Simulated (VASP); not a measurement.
**Al: single point with PBE**

The system is Al.

```xyz
8
Lattice="5.1360 0.0000 0.0000 0.0000 5.1360 0.0000 0.0000 0.0000 5.1360" Properties=species:S:1:pos:R:3 pbc="T T T"
Al    5.1360    5.1360    5.1360
Al    2.5680    2.5680    2.5680
Al    1.2840    5.1360    2.5680
Al    3.8520    5.1360    2.5680
Al    2.5680    1.2840    0.0000
Al    2.5680    3.8520    0.0000
Al    0.0000    2.5680    1.2840
Al    0.0000    2.5680    3.8520
```

* Program: VASP 6.6.1
* Task: single point
* Functional: PBE
* Potentials or basis: VASP PAW PBE potentials, release 64 (Al)
* Cutoff: 520 eV
* k mesh: 5 × 5 × 5
* Occupations: fermi-dirac, width 0.1 eV
* Spin: no spin polarisation
* Dipole correction: no
* Further INCAR settings: ALGO = Normal; EDIFF = 1e-07; NBANDS = 22

| Item | Value |
| --- | --- |
| Pressure | 0.0 GPa |
| Band gap on the k mesh | zero (band 12 reaches 9.72 eV, above the bottom of band 13 at 7.17 eV) |

Levels at points of the mesh, in eV from the Fermi level:
```csv
k point,band 8,band 9,band 10,band 11,band 12,band 13,band 14,band 15,band 16,band 17
"(0.00, 0.00, 0.00)",-1.23,-1.23,-0.79,-0.79,-0.79,0.13,0.13,0.13,0.49,0.49
```

Wall time 15 s on 1 thread of Intel(R) Xeon(R) 6975P-C (Granite Rapids) (shared host), peak memory 0.23 GiB.
